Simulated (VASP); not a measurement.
# CoO (Fm-3m) in VASP: settings compared, part 2 of 2

VASP 6.6.1. The steps go on from the part before.

## (3) Single point, RPBE+D3(BJ)+U, collinear spin, ferromagnetic start

The input, INCAR:

```
PREC = Accurate
ENCUT = 520
EDIFF = 1E-6
ISMEAR = -1
SIGMA = 0.1
LREAL = False
LASPH = True
NELM = 150
ALGO = Normal
ISIF = 2
LWAVE = False
LCHARG = False
ISPIN = 2
MAGMOM = 2 0
LORBIT = 11
LMAXMIX = 4
LDAU = True
LDAUTYPE = 2
LDAUL = 2 -1
LDAUU = 5.3 0
LDAUJ = 0 0
LDAUPRINT = 1
GGA = RP
IVDW = 12
NBANDS = 18
```

The input, KPOINTS:

```
Automatic mesh
0
Gamma
  11 11 11
```

The input, POSCAR:

```
CoO
1.0
    0.0000000000      2.1315000000      2.1315000000
    2.1315000000      0.0000000000      2.1315000000
    2.1315000000      2.1315000000      0.0000000000
Co O
1 1
Direct
    0.0000000000      0.0000000000      0.0000000000
    0.5000000000      0.5000000000      0.5000000000
```

Potentials or basis: VASP PAW PBE potentials, release 64 (Co, O).

Run with:

```
$ cat potpaw_PBE.64/Co/POTCAR potpaw_PBE.64/O/POTCAR > POTCAR
$ mpirun -np 1 vasp_std > vasp.out
```

OUTCAR:

```text
PREC = Accurate
   ENCUT = 520
   EDIFF = 1E-6
   ISMEAR = -1
   LREAL = False
   LASPH = True
   NELM = 150
   ISIF = 2
   ISPIN = 2
   LORBIT = 11
   GGA = RP
   IVDW = 12
 IVDW          = 12

 ion  position               nearest neighbor table
   1  0.000  0.000  0.000-   2 2.13   2 2.13   2 2.13   2 2.13   2 2.13   2 2.13
   2  0.500  0.500  0.500-   1 2.13   1 2.13   1 2.13   1 2.13   1 2.13   1 2.13

  LATTYP: Found a face centered cubic cell.
 ALAT       =     4.2630000000

  Lattice vectors:

 A1 = (   0.0000000000,   2.1315000000,   2.1315000000)
 A2 = (   2.1315000000,   0.0000000000,   2.1315000000)
 A3 = (   2.1315000000,   2.1315000000,   0.0000000000)

Analysis of symmetry for initial positions (statically):
[... 25 lines left out ...]
The dynamic configuration has the point symmetry O_h .

Analysis of structural, dynamic, and magnetic symmetry:
=====================================================================
 Subroutine PRICEL returns:
[... 7 lines left out ...]
 out of a pool of 48 trial point group operations.

The overall configuration has the point symmetry O_h .

 Subroutine INISYM returns: Found 48 space group operations
[... 5 lines left out ...]
                                     Primitive cell

  volume of cell :      19.3681

  direct lattice vectors                    reciprocal lattice vectors
     0.000000000  2.131500000  2.131500000    -0.234576589  0.234576589  0.234576589
     2.131500000  0.000000000  2.131500000     0.234576589 -0.234576589  0.234576589
     2.131500000  2.131500000  0.000000000     0.234576589  0.234576589 -0.234576589

  length of vectors
     3.014396208  3.014396208  3.014396208     0.406298571  0.406298571  0.406298571

  position of ions in fractional coordinates (direct lattice)
     0.000000000  0.000000000  0.000000000
[... 148 lines left out ...]
  o =  0.9748  v =  1.0000  0.0000  0.0000  0.0000  0.0000  0.0000  0.0000  0.0000  0.0000  0.0000      0.0000  0.0000  0.0000  0.0000  0.0000  0.0000  0.0000  0.0000  0.0000  0.0000
  o =  1.0199  v =  0.0000 -0.0000 -0.0358 -0.0000 -0.9994  0.0000  0.0000  0.0000  0.0000  0.0000      0.0000  0.0000  0.0000  0.0000  0.0000  0.0000  0.0000  0.0000  0.0000  0.0000
  o =  1.0199  v =  0.0000 -0.0000 -0.9994 -0.0000  0.0358  0.0000  0.0000  0.0000  0.0000  0.0000      0.0000  0.0000  0.0000  0.0000  0.0000  0.0000  0.0000  0.0000  0.0000  0.0000

 number of electron      15.0000007 magnetization       2.9877241

 Free energy of the ion-electron system (eV)
  ---------------------------------------------------
  ext. energy  EPLUGINS =         0.00000000
  ---------------------------------------------------
  free energy    TOTEN  =        -9.59353837 eV

  energy without entropy =       -9.47681790  energy(sigma->0) =       -9.53517813

 E-fermi :   7.1597     XC(G=0): -12.1769

 val. band max:        7.1496215524   @ k =   0.3636   0.1818   0.0909
 cond. band min:       7.1680824933   @ k =  -0.4545   0.4545   0.0909
 fundamental gap:      0.0184609408
 Fermi energy:         7.1596716313

 spin component 1

 k-point     1 :       0.0000    0.0000    0.0000
  band No.  band energies     occupation
      1     -12.0091      1.00000
      2       1.8049      1.00000
      3       1.8049      1.00000
      4       2.4164      1.00000
      5       2.4164      1.00000
      6       2.4164      1.00000
[... 1001 lines left out ...]
     17      36.7590      0.00000
     18      38.8289      0.00000

 [... further k-points ...]

------------------------ aborting loop because EDIFF is reached ----------------------------------------

 Edisp (eV)   -2.22945

 E8    (eV) :    -1.3243

  FORCE on cell =-STRESS in cart. coord.  units (eV):
  Direction    XX          YY          ZZ          XY          YZ          ZX
  --------------------------------------------------------------------------------------
  -------------------------------------------------------------------------------------
  Total      -1.99631    -1.99631    -1.99631     0.00000     0.00000    -0.00000
  in kB    -165.14033  -165.14033  -165.14033     0.00000     0.00000    -0.00000
  external pressure =     -165.14 kB  Pullay stress =        0.00 kB

 VOLUME and BASIS-vectors are now :
 -----------------------------------------------------------------------------
  energy-cutoff  :      520.00
  volume of cell :       19.37
      direct lattice vectors                 reciprocal lattice vectors
     0.000000000  2.131500000  2.131500000    -0.234576589  0.234576589  0.234576589
     2.131500000  0.000000000  2.131500000     0.234576589 -0.234576589  0.234576589
     2.131500000  2.131500000  0.000000000     0.234576589  0.234576589 -0.234576589

 POSITION                                       TOTAL-FORCE (eV/Angst)
 -----------------------------------------------------------------------------------
      0.00000      0.00000      0.00000         0.000000      0.000000      0.000000
      2.13150      2.13150      2.13150        -0.000000     -0.000000     -0.000000
 -----------------------------------------------------------------------------------
    total drift:                                0.000000     -0.000000     -0.000000

  FREE ENERGIE OF THE ION-ELECTRON SYSTEM (eV)
  ---------------------------------------------------
  free  energy   TOTEN  =       -11.8229904859 eV

  energy  without entropy=      -11.7062700126  energy(sigma->0) =      -11.76463025

 total charge

# of ion       s       p       d       tot
------------------------------------------
    1        0.295   0.360   7.157   7.811
    2        1.557   3.461   0.000   5.019
--------------------------------------------------
tot          1.853   3.821   7.157  12.830

 magnetization (x)

# of ion       s       p       d       tot
------------------------------------------
    1        0.021   0.017   2.743   2.781
    2        0.019   0.200   0.000   0.219
--------------------------------------------------
tot          0.040   0.217   2.743   3.001
```

OSZICAR:

```text
N       E                     dE             d eps       ncg     rms          rms(c)
DAV:   1     0.848382889617E+02    0.84838E+02   -0.65617E+03  4152   0.962E+02
DAV:   2    -0.493374206678E+01   -0.89772E+02   -0.76839E+02  4296   0.223E+02
DAV:   3    -0.103834169405E+02   -0.54497E+01   -0.53485E+01  4758   0.593E+01
DAV:   4    -0.104367484730E+02   -0.53332E-01   -0.53293E-01  4792   0.565E+00
DAV:   5    -0.104377580557E+02   -0.10096E-02   -0.10095E-02  4826   0.765E-01    0.170E+01
DAV:   6    -0.944381210018E+01    0.99395E+00   -0.11874E+01  5006   0.613E+01    0.201E+01
DAV:   7    -0.947728076390E+01   -0.33469E-01   -0.14484E+00  4394   0.253E+01    0.950E+00
DAV:   8    -0.954817843168E+01   -0.70898E-01   -0.15545E-01  4940   0.325E+00    0.517E+00
DAV:   9    -0.958796608613E+01   -0.39788E-01   -0.57465E-02  5100   0.280E+00    0.684E-01
DAV:  10    -0.959223006351E+01   -0.42640E-02   -0.93364E-03  4782   0.132E+00    0.205E-01
DAV:  11    -0.959291492332E+01   -0.68486E-03   -0.11158E-03  5308   0.537E-01    0.124E-01
DAV:  12    -0.959347130063E+01   -0.55638E-03   -0.54056E-04  4722   0.286E-01    0.536E-02
DAV:  13    -0.959353926835E+01   -0.67968E-04   -0.11588E-04  5050   0.100E-01    0.158E-02
DAV:  14    -0.959353836880E+01    0.89955E-06   -0.99079E-06  5186   0.517E-02
   1 F= -.11822990E+02 E0= -.11764630E+02  d E =-.116720E+00  mag=     2.9877
```

stdout:

```text
POSCAR found type information on POSCAR CoO
 POSCAR found :  2 types and       2 ions
 scaLAPACK will be used
 -----------------------------------------------------------------------------
|                                                                             |
|                                                                             |
|     You enforced a specific xc type in the INCAR file but a different       |
|     I HOPE YOU KNOW WHAT YOU ARE DOING!                                     |
|                                                                             |
 -----------------------------------------------------------------------------

 LDA part: xc-table for (Slater+PW92), standard interpolation
 POSCAR, INCAR and KPOINTS ok, starting setup
 FFT: planning ... GRIDC
 FFT: planning ... GRID_SOFT
 FFT: planning ... GRID
 WAVECAR not read
 entering main loop
```

Wall time 47 s (1 thread of Intel Xeon 8259CL, shared host); peak memory 0.18 GiB.

Results:

| Item | Value |
| --- | --- |
| Free energy | -11.8230 eV |
| Pressure | -16.5 GPa |
| Band gap on the k mesh | zero (filled and empty bands overlap) |
| Net moment | 2.99 μB per cell |
| Site moments | Co +2.78; O +0.22 μB |
| Valence electrons inside the program's atomic spheres | Co 7.81; O 5.02 |
| Dispersion energy per atom | -1.115 eV |

Eigenvalues of the final occupation matrices:
| site | spin | trace | eigenvalues |
| --- | --- | --- | --- |
| site 1 d | 1 | 4.96 | 0.97 0.97 0.97 1.02 1.02 |
| site 1 d | 2 | 2.22 | 0.11 0.11 0.67 0.67 0.67 |

Caveat: the PAW data sets were made with another functional, which shifts forces and pressure a little; a cell with one magnetic atom can't hold antiferromagnetic order, which such compounds often take; pairwise dispersion overbinds metals, which lowers pressure and volume. The state reached can hang on the start; a lower one may exist.
